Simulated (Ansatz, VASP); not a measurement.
## Two plane-wave programs on NiGe3

```xyz
4
Lattice="2.8356 0.0000 0.0000 0.0000 2.8356 0.0000 0.0000 0.0000 8.5423" Properties=species:S:1:pos:R:3 pbc="T T T"
Ni    0.0000    0.0000    4.2712
Ge    1.4178    1.4178    2.7130
Ge    1.4178    1.4178    5.8294
Ge    1.4178    1.4178    0.0000
```

Alike in both runs: task single point; functional r2SCAN; k mesh 12 × 12 × 4; occupations gaussian, width 0.1 eV; no spin polarisation.

|  | VASP | Ansatz |
| --- | --- | --- |
| version | VASP 6.6.1 | Ansatz 0.2.0 |
| potentials or method | VASP PAW PBE potentials, release 64 (Ni, Ge_d), cutoff 520 eV | scalar-relativistic, plane waves, PAW |
| valence electrons in the cell | 52 | 60 |

```tsv
	VASP	Ansatz	Ansatz less VASP
gap on the k mesh at the Fermi level (eV)	none	none	-
pressure (GPa)	-3.8	-3.6	+0.17
traceless stress, the component that is largest in VASP (GPa)	-0.20	-0.18	+0.026
rms of the force components (eV/Å)	0.083	0.084	+0.0010
```

VASP's potentials were made for PBE, not for r2SCAN. Atom by atom the forces differ by 0.001 eV/Å (rms over components). A gap of «none» marks a metal or a gap that the smearing closes. The functional is the same, so the differences come from potentials, cutoffs and numerics. VASP's potentials hold 52 valence electrons a cell and Ansatz's 60, so a difference there can come from the potentials and not from the codes.
